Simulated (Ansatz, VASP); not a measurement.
# Two plane-wave programs on ZnO

```
Zn O
1.0
     3.24980    0.00000    0.00000
    -1.62490    2.81441    0.00000
     0.00000    0.00000    5.20660
Zn O
2 2
Direct
  0.33333 0.66667 0.00000
  0.66667 0.33333 0.50000
  0.33333 0.66667 0.39000
  0.66667 0.33333 0.89000
```

Alike in both runs: task single point; functional PBE; k mesh 9 × 9 × 6; no spin polarisation.

|  | VASP | Ansatz |
| --- | --- | --- |
| version | VASP 6.6.1 | Ansatz 0.2.0 |
| potentials or method | VASP PAW PBE potentials, release 64 (Zn, O) | scalar-relativistic, plane waves, PAW |
| plane-wave cutoff (eV) | 520 | 420 |
| occupations | gaussian, width 0.01 eV | fixed |
| valence electrons in the cell | 36 | 36 |

Ansatz gave:

* gap on the k mesh at the Fermi level (eV): 0.80
* least direct gap on the mesh (eV): 0.80

Problem. What did VASP give for the same quantities?

Solution. gap on the k mesh at the Fermi level (eV): 0.79; least direct gap on the mesh (eV): 0.79.
